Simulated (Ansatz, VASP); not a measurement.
# Two plane-wave programs on As

```
As
1.0
     1.90361    1.09905    3.60816
    -1.90361    1.09905    3.60816
     0.00000   -2.19810    3.60816
As
2
Cartesian
  0.0000 0.0000 8.3750
  0.0000 0.0000 2.4495
```

Alike in both runs: functional PBE; k mesh 10 × 10 × 10; occupations fermi-dirac, width 0.1 eV; no spin polarisation.

Ansatz relaxed the structure, and its values are those at the end. VASP's run is a single point on that final structure, the one shown.

|  | VASP | Ansatz |
| --- | --- | --- |
| version | VASP 6.6.1 | Ansatz 0.2.0 |
| potentials or method | VASP PAW PBE potentials, release 64 (As), cutoff 520 eV | plane waves (420 eV) with PAW, scalar-relativistic |
| valence electrons in the cell | 10 | 30 |

VASP gave:

```
pressure (GPa)                     : 0.3
rms of the force components (eV/Å) : 0.028
```

Task: What did Ansatz give for the same quantities?

Result: Pressure (GPa): 0.0; rms of the force components (eV/Å): 0.000.

VASP's potentials hold 10 valence electrons a cell and Ansatz's 30, so a difference there can come from the potentials and not from the codes.
